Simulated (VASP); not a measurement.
# SiO2 (a cell with a defect) in VASP: single point with r2SCAN

Aim: the single point of SiO2 (a cell with a defect) with r2SCAN.

Program: VASP 6.6.1. These are calculated values, not measurements. Logs are shortened: lines on timing, memory, paths and dates and some standing lists are left out, and cuts for length are marked.

### Step 1. The cell of the first run

The cell holds a defect, 72 atoms: a = 8.389 Å, b = 8.389 Å, c = 8.036 Å, α = 90.00°, β = 90.00°, γ = 90.00°.

### Step 2. Single point, r2SCAN

POSCAR reads:

```
SiO2
1.0
    8.3886930000      0.0000000000      0.0000000000
    0.0000000000      8.3886930000      0.0000000000
    0.0000000000      0.0000000000      8.0356430000
O Si
48 24
Direct
    0.9137970000      0.1730840000      0.1167720000
    0.1699220000      0.1507210000      0.9935720000
    0.1493100000      0.1504640000      0.3271280000
    0.1542360000      0.1521480000      0.6685490000
    0.1589420000      0.6503650000      0.9972370000
    0.1616370000      0.6448270000      0.3350250000
    0.1620360000      0.6454980000      0.6624760000
    0.6454930000      0.1668040000      0.9966890000
    0.6414700000      0.1782380000      0.3489230000
    0.6409900000      0.1747990000      0.6406490000
    0.6498690000      0.6485940000      0.9972240000
    0.6571460000      0.6513800000      0.3357260000
    0.6577480000      0.6526250000      0.6630890000
    0.3566440000      0.3505390000      0.9972120000
    0.3550280000      0.3372160000      0.3438210000
    0.3565860000      0.3381380000      0.6481930000
    0.3557120000      0.8477400000      0.9970940000
    0.3568210000      0.8396230000      0.3362800000
    0.3555820000      0.8419790000      0.6619370000
    0.8348960000      0.3790270000      0.9819370000
    0.8460170000      0.3586160000      0.3369680000
    0.8457950000      0.3573050000      0.6547580000
    0.8465750000      0.8396040000      0.9991830000
    0.8559750000      0.8278200000      0.3397710000
    0.8486400000      0.8440130000      0.6671960000
    0.1047170000      0.4047210000      0.1651690000
    0.0939870000      0.4017600000      0.4969280000
    0.1028720000      0.4019820000      0.8273260000
    0.1123380000      0.8925600000      0.1774530000
    0.1067660000      0.8969170000      0.5033370000
    0.1059130000      0.8965610000      0.8231200000
    0.5952350000      0.4114440000      0.1686960000
    0.5934120000      0.4057060000      0.8216710000
    0.6031210000      0.9027550000      0.1663120000
    0.6044390000      0.9060570000      0.4975090000
    0.6049710000      0.9063320000      0.8304330000
    0.4094940000      0.0949900000      0.1702590000
    0.4042780000      0.0957520000      0.4962110000
    0.4114590000      0.0963310000      0.8238170000
    0.4012230000      0.5999070000      0.1647930000
    0.4072640000      0.6004180000      0.4988050000
    0.4009360000      0.6005280000      0.8296600000
    0.8654510000      0.0492580000      0.2212210000
    0.9202510000      0.0828640000      0.5066470000
    0.8821870000      0.1082770000      0.8093300000
    0.9082710000      0.5953090000      0.1646570000
    0.9105410000      0.5981930000      0.5000340000
    0.9125090000      0.6021410000      0.8270440000
    0.0145210000      0.9715840000      0.3293380000
    0.9977000000      0.9952480000      0.6932250000
    0.0075590000      0.5039030000      0.9949040000
    0.0059700000      0.5068020000      0.3283290000
    0.0053800000      0.5063040000      0.6663110000
    0.5055180000      0.0031420000      0.9976620000
    0.4996680000      0.9819240000      0.3265580000
    0.5004050000      0.9828490000      0.6683970000
    0.4984620000      0.5041670000      0.9945480000
    0.5025700000      0.5222580000      0.3275780000
    0.5032080000      0.5204040000      0.6693010000
    0.2462030000      0.2402330000      0.1546430000
    0.2161490000      0.2455690000      0.4966740000
    0.2522270000      0.2423770000      0.8373960000
    0.2479030000      0.7554950000      0.1621710000
    0.2476090000      0.7498380000      0.4995460000
    0.2431150000      0.7600520000      0.8334900000
    0.7497380000      0.2764040000      0.1515430000
    0.8021170000      0.2331210000      0.4934800000
    0.7563950000      0.2551940000      0.8286190000
    0.7620210000      0.7529950000      0.1593720000
    0.7601090000      0.7462110000      0.5020750000
    0.7611910000      0.7525140000      0.8403350000
    0.5111090000      0.2762380000      0.4947800000
```

INCAR.step1 reads:

```
  PREC = Accurate
  ENCUT = 520
  ISMEAR = -1
  SIGMA = 0.05
  LREAL = Auto
  LASPH = True
  NELM = 60
  NBANDS = 234
  ISYM = 0
  GGA = PE
  ALGO = Normal
  EDIFF = 1E-4
  LWAVE = True
  LCHARG = False
```

INCAR.step2 reads:

```
  PREC = Accurate
  ENCUT = 520
  EDIFF = 1E-6
  ISMEAR = -1
  SIGMA = 0.05
  LREAL = Auto
  LASPH = True
  NELM = 60
  ALGO = Normal
  ISIF = 2
  LWAVE = False
  LCHARG = False
  METAGGA = R2SCAN
  LMIXTAU = True
  NBANDS = 234
  ISYM = 0
  ISTART = 1
```

KPOINTS reads:

```
Automatic mesh
0
Gamma
  1 1 1
  0.25 0.25 0.25
```

Potentials or basis: VASP PAW PBE potentials, release 64 (O, Si).

Run with:

```
> cat potpaw_PBE.64/O/POTCAR potpaw_PBE.64/Si/POTCAR > POTCAR
> cp INCAR.step1 INCAR
> mpirun -np 1 vasp_std > vasp.out
> cp INCAR.step2 INCAR
> mpirun -np 1 vasp_std > vasp.out
```

OUTCAR:

```text
PREC = Accurate
   ENCUT = 520
   EDIFF = 1E-6
   ISMEAR = -1
   LREAL = Auto
   LASPH = True
   NELM = 60
   ISIF = 2
   METAGGA = R2SCAN
   ISYM = 0
   ISTART = 1

 ion  position               nearest neighbor table
   1  0.914  0.173  0.117-  43 1.40  66 1.65  49 2.55
   2  0.170  0.151  0.994-  62 1.63  60 1.63
   3  0.149  0.150  0.327-  61 1.68  60 1.77  49 1.88
   4  0.154  0.152  0.669-  61 1.67  62 1.76  50 1.87
   5  0.159  0.650  0.997-  65 1.75  63 1.76  51 1.77
   6  0.162  0.645  0.335-  64 1.74  52 1.75  63 1.82
   7  0.162  0.645  0.662-  64 1.73  53 1.76  65 1.81
   8  0.645  0.167  0.997-  66 1.78  68 1.80  54 1.81
   9  0.641  0.178  0.349-  72 1.80  67 1.84  66 2.00  55 2.04
  10  0.641  0.175  0.641-  72 1.81  67 1.86  68 1.92  56 2.01
  11  0.650  0.649  0.997-  57 1.76  71 1.79  69 1.83
  12  0.657  0.651  0.336-  58 1.69  70 1.78  69 1.87
  13  0.658  0.653  0.663-  59 1.71  70 1.74  71 1.87
  14  0.357  0.351  0.997-  57 1.75  62 1.80  60 1.82
  15  0.355  0.337  0.344-  72 1.86  61 1.86  60 1.95  58 1.99
  16  0.357  0.338  0.648-  72 1.86  61 1.86  62 1.93  59 1.97
  17  0.356  0.848  0.997-  65 1.78  63 1.78  54 1.81
[... 17 lines left out ...]
  35  0.604  0.906  0.498-  56 1.75  55 1.75  70 1.87
  36  0.605  0.906  0.830-  56 1.70  54 1.78  71 1.84
  37  0.409  0.095  0.170-  55 1.75  54 1.78  60 1.84
  38  0.404  0.096  0.496-  72 1.76  55 1.85  56 1.86  61 2.02
  39  0.411  0.096  0.824-  56 1.74  54 1.78  62 1.82
  40  0.401  0.600  0.165-  58 1.69  57 1.78  63 1.83
  41  0.407  0.600  0.499-  58 1.72  59 1.72  64 1.83
  42  0.401  0.601  0.830-  59 1.69  57 1.75  65 1.88
  43  0.865  0.049  0.221-   1 1.40  49 1.66  66 2.21
  44  0.920  0.083  0.507-  67 1.61  50 1.79  49 1.88
  45  0.882  0.108  0.809-  68 1.63  50 1.65
  46  0.908  0.595  0.165-  52 1.72  51 1.77  69 1.80
  47  0.911  0.598  0.500-  53 1.74  52 1.77  70 1.77
  48  0.913  0.602  0.827-  53 1.71  51 1.77  71 1.79
  49  0.015  0.972  0.329-  29 1.61  43 1.66  30 1.72  24 1.80  44 1.88   3 1.88   1 2.55  50 2.93
                            63 2.99  64 3.03  69 3.12  67 3.12
  50  0.998  0.995  0.693-  31 1.61  45 1.65  44 1.79  25 1.79   4 1.87  30 1.96  49 2.93  67 3.04
                            65 3.07  71 3.08
  51  0.008  0.504  0.995-   5 1.77  48 1.77  46 1.77  28 1.78  20 1.79  26 1.80  53 2.64  52 2.68
                            66 3.15
  52  0.006  0.507  0.328-  46 1.72   6 1.75  47 1.77  26 1.77  27 1.78  21 1.83  51 2.68  53 2.72
                            61 3.12
  53  0.005  0.506  0.666-  48 1.71  47 1.74   7 1.76  28 1.76  27 1.78  22 1.83  51 2.64  52 2.72
                            61 3.13
  54  0.506  0.003  0.998-  36 1.78  37 1.78  39 1.78  34 1.79   8 1.81  17 1.81  55 2.65  56 2.65
[... 33 lines left out ...]
  71  0.761  0.753  0.840-  23 1.64  25 1.75  48 1.79  11 1.79  36 1.84  13 1.87  69 2.56  70 2.72
                            50 3.08
  72  0.511  0.276  0.495-  38 1.76   9 1.80  10 1.81  15 1.86  16 1.86  58 2.46  67 2.47  59 2.48
                            61 2.49  55 2.82  56 2.83

IMPORTANT INFORMATION: All symmetrisations will be switched off!
NOSYMM: (Re-)initialisation of all symmetry stuff for point group C_1.

----------------------------------------------------------------------------------------

                                     Primitive cell

  volume of cell :     565.4696

  direct lattice vectors                    reciprocal lattice vectors
     8.388693000  0.000000000  0.000000000     0.119208082  0.000000000  0.000000000
     0.000000000  8.388693000  0.000000000     0.000000000  0.119208082  0.000000000
     0.000000000  0.000000000  8.035643000     0.000000000  0.000000000  0.124445548

  length of vectors
     8.388693000  8.388693000  8.035643000     0.119208082  0.119208082  0.124445548

  position of ions in fractional coordinates (direct lattice)
     0.913797000  0.173084000  0.116772000
     0.169922000  0.150721000  0.993572000
     0.149310000  0.150464000  0.327128000
     0.154236000  0.152148000  0.668549000
     0.158942000  0.650365000  0.997237000
     0.161637000  0.644827000  0.335025000
[... 165 lines left out ...]

 Found      4 irreducible k-points:

 Following reciprocal coordinates:
            Coordinates               Weight
  0.250000  0.250000  0.250000      2.000000
 -0.250000  0.250000  0.250000      2.000000
 -0.250000 -0.250000  0.250000      2.000000
  0.250000 -0.250000  0.250000      2.000000
   k-points           NKPTS =      4   k-points in BZ     NKDIM =      4   number of bands    NBANDS=    234
   number of dos      NEDOS =    301   number of ions     NIONS =     72
   total plane-waves  NPLWV = 245760
   dimension x,y,z NGX =    64 NGY =   64 NGZ =   60
   dimension x,y,z NGXF=   128 NGYF=  128 NGZF=  120
   ions per type =              48  24
   NGX,Y,Z   is equivalent  to a cutoff of  12.68, 12.68, 12.41 a.u.
   NGXF,Y,Z  is equivalent  to a cutoff of  25.37, 25.37, 24.83 a.u.
 SYSTEM =  unknown system
   PREC   = accura    normal or accurate (medium, high low for compatibility)
   ISTART =      1    job   : 0-new  1-cont  2-samecut
   ICHARG =      0    charge: 1-file 2-atom 10-const
   ISPIN  =      1    spin polarized calculation?
   LNONCOLLINEAR =      F non collinear calculations
   LSORBIT =      F    spin-orbit coupling
   LASPH  =      T    aspherical Exc in radial PAW
   ENCUT  =  520.0 eV  38.22 Ry    6.18 a.u.  15.60 15.60 14.94*2*pi/ulx,y,z
   NELM   =     60;   NELMIN=  2; NELMDL=  0     # of ELM steps
   EDIFF  = 0.1E-05   stopping-criterion for ELM
   LREAL  =      T    real-space projection
   EDIFFG = 0.1E-04   stopping-criterion for IOM
   NSW    =      0    number of steps for IOM
   IBRION =     -1    ionic relax: 0-MD 1-quasi-New 2-CG
   NFREE  =      0    steps in history (QN), initial steepest desc. (CG)
   ISIF   =      2    stress and relaxation
   ISYM   =      0    0-nonsym 1-usesym 2-fastsym
   POTIM  = 0.5000    time-step for ionic-motion
   TEBEG  =    0.0;   TEEND  =   0.0 temperature during run
   PSTRESS=    0.0 pullay stress
   NELECT =     384.0000    total number of electrons
   NUPDOWN=      -1.0000    fix difference up-down
   EMIN   =  10.00;   EMAX   =-10.00  energy-range for DOS
   EFERMI =   0.00;   METHOD = LEGACY
   ISMEAR =    -1;   SIGMA  =   0.05  broadening in eV -4-tet -1-fermi 0-gaus
   EFERMI_NEDOS =   21; number of points for ismear=-14 and -15
   IALGO  =     38    algorithm
   IMIX   =      4    mixing-type and parameters
     AMIX     =   0.40;   BMIX     =  1.00
     AMIX_MAG =   1.60;   BMIX_MAG =  1.00
  volume/ion in A,a.u.               =       7.85        53.00
  Fermi-wavevector in a.u.,A,eV,Ry     =   1.438960  2.719241 28.172317  2.070607
  Thomas-Fermi vector in A             =   2.557869
   LORBIT       =      0    0 simple, 1 ext, 2 COOP (PROOUT), +10 PAW based schemes
   METAGGA = R2SCAN    functional components
   LHFCALC =     F    Hartree Fock is set to
   AEXX    =    0.0000 exact exchange contribution
   IVDW    =     0    specifies the selected vdW correction
   LEPSILON=     F    determine dielectric tensor
   LRPA    =     F    only Hartree local field effects (RPA)
 non-spin polarized calculation
  energy-cutoff  :      520.00
  volume of cell :      565.47
 maximum number of plane-waves:     15222
 NGX is ok and might be reduce to    64
   NGX = 31   NGY = 31   NGZ = 29

 number of electron     384.0000019 magnetization

 Free energy of the ion-electron system (eV)
  ---------------------------------------------------
  ext. energy  EPLUGINS =         0.00000000
  ---------------------------------------------------
  free energy    TOTEN  =      -684.44501212 eV

  energy without entropy =     -684.44501212  energy(sigma->0) =     -684.44501212

 E-fermi :  10.6243     XC(G=0): -12.8120

 val. band max:        9.3173978850   @ k =   0.2500   0.2500   0.2500
 cond. band min:      12.0161340570   @ k =  -0.2500  -0.2500   0.2500
 fundamental gap:      2.6987361719
 Fermi energy:        10.6243271089

 k-point     1 :       0.2500    0.2500    0.2500
  band No.  band energies     occupation
      1     -16.3924      2.00000
      2     -15.6716      2.00000
      3     -15.5034      2.00000
      4     -15.1518      2.00000
      5     -15.0229      2.00000
      6     -14.7290      2.00000
[... 817 lines left out ...]
    203      16.0910      0.00000
    204      16.1429      0.00000
 [bands above 204 left out]

------------------------ aborting loop because EDIFF is reached ----------------------------------------

  FORCE on cell =-STRESS in cart. coord.  units (eV):
  Direction    XX          YY          ZZ          XY          YZ          ZX
  --------------------------------------------------------------------------------------
  -------------------------------------------------------------------------------------
  Total       35.1885135     46.4219638     20.1523808     -2.3106430     -9.6372085      1.2094112
  in kB       99.7016321    131.5300106     57.0988955     -6.5468772    -27.3056552      3.4266941
  external PRESSURE =      96.1101794 kB  Pullay stress =       0.0000000 kB

 VOLUME and BASIS-vectors are now :
 -----------------------------------------------------------------------------
  energy-cutoff  :      520.00
  volume of cell :      565.47
      direct lattice vectors                 reciprocal lattice vectors
     8.388693000  0.000000000  0.000000000     0.119208082  0.000000000  0.000000000
     0.000000000  8.388693000  0.000000000     0.000000000  0.119208082  0.000000000
     0.000000000  0.000000000  8.035643000     0.000000000  0.000000000  0.124445548

 POSITION                                       TOTAL-FORCE (eV/Angst)
 -----------------------------------------------------------------------------------
      7.66556      1.45195      0.93834        -0.104976      0.341551     -0.073936
      1.42542      1.26435      7.98399         0.272196      0.299964     -0.005723
      1.25252      1.26220      2.62868         0.101462      0.087836      0.111114
      1.29384      1.27632      5.37222         0.086520      0.120774     -0.098569
      1.33332      5.45571      8.01344        -0.003026      0.028790      0.002890
      1.35592      5.40926      2.69214        -0.037459      0.047896      0.030877
[... 64 lines left out ...]
      6.38540      6.31261      6.75263         0.136891      0.104118      0.024894
      4.28754      2.31728      3.97588        -0.124510     -0.155543     -0.001594
 -----------------------------------------------------------------------------------
    total drift:                                0.014044      0.001096      0.002487

  FREE ENERGIE OF THE ION-ELECTRON SYSTEM (eV)
  ---------------------------------------------------
  free  energy   TOTEN  =      -684.4450121233 eV

  energy  without entropy=     -684.4450121233  energy(sigma->0) =     -684.44501212
```

It took 37 min on 1 thread of Intel Xeon Platinum 8488C (Sapphire Rapids), shared host; peak memory 0.79 GiB.

Results:

| Quantity | Value |
| --- | --- |
| Free energy | -684.4450 eV |
| Pressure | 9.6 GPa |
| Largest force | 0.447 eV/Å |
| Band gap on the k mesh | 2.70 eV |

Forces on the atoms (eV/Å):
```
O   -0.105  0.342 -0.074
O    0.272  0.300 -0.006
O    0.101  0.088  0.111
O    0.087  0.121 -0.099
O   -0.003  0.029  0.003
O   -0.037  0.048  0.031
O   -0.030  0.056 -0.035
O    0.077  0.011  0.023
O    0.004  0.132  0.163
O    0.009  0.094 -0.137
O    0.012  0.007 -0.017
O   -0.075 -0.047  0.049
O   -0.064 -0.057 -0.060
O   -0.013 -0.016 -0.025
O    0.058 -0.040  0.095
O    0.026 -0.064 -0.103
O   -0.018 -0.003 -0.001
O    0.004  0.062  0.000
O    0.020  0.053 -0.006
O    0.012 -0.118  0.010
O    0.007 -0.169  0.021
O   -0.003 -0.150 -0.067
O   -0.248 -0.230  0.006
O   -0.086 -0.084  0.056
O   -0.038 -0.047 -0.005
O   -0.023 -0.019 -0.004
O    0.044 -0.077 -0.007
O   -0.026  0.041 -0.005
O    0.106 -0.123  0.271
O    0.043 -0.072 -0.141
O    0.087 -0.099 -0.251
O    0.024 -0.036 -0.013
O   -0.001  0.083 -0.028
O   -0.066  0.049  0.068
O   -0.092  0.064 -0.003
O   -0.091  0.035 -0.060
O    0.038 -0.045  0.014
O    0.222  0.104 -0.008
O    0.029 -0.040 -0.013
O    0.079 -0.048  0.059
O    0.103 -0.088 -0.013
O    0.117 -0.088 -0.039
O    0.093 -0.269  0.345
O   -0.164  0.227  0.004
O   -0.055  0.120 -0.177
O    0.053 -0.022  0.037
O    0.024 -0.043  0.017
O    0.008 -0.043 -0.024
Si  -0.119 -0.016 -0.221
Si  -0.037 -0.033  0.224
Si  -0.029  0.052 -0.018
Si   0.009  0.056 -0.012
Si   0.014  0.066  0.005
Si   0.024 -0.021  0.002
Si  -0.094 -0.146 -0.068
Si  -0.101 -0.127  0.076
Si  -0.052  0.033  0.029
Si  -0.024  0.130 -0.071
Si  -0.049  0.141  0.083
Si  -0.127 -0.114 -0.080
Si  -0.133  0.048  0.023
Si  -0.146 -0.147  0.076
Si  -0.076  0.044 -0.092
Si  -0.005 -0.004  0.026
Si  -0.095  0.064  0.073
Si   0.036  0.045 -0.144
Si   0.130 -0.085  0.036
Si   0.084  0.020  0.110
Si   0.126  0.084 -0.003
Si   0.132  0.034 -0.039
Si   0.137  0.104  0.025
Si  -0.125 -0.156 -0.002
```

Caveat: the k points lie up to 0.78 Å⁻¹ apart; the PAW data sets were made with another functional, which shifts forces and pressure a little.
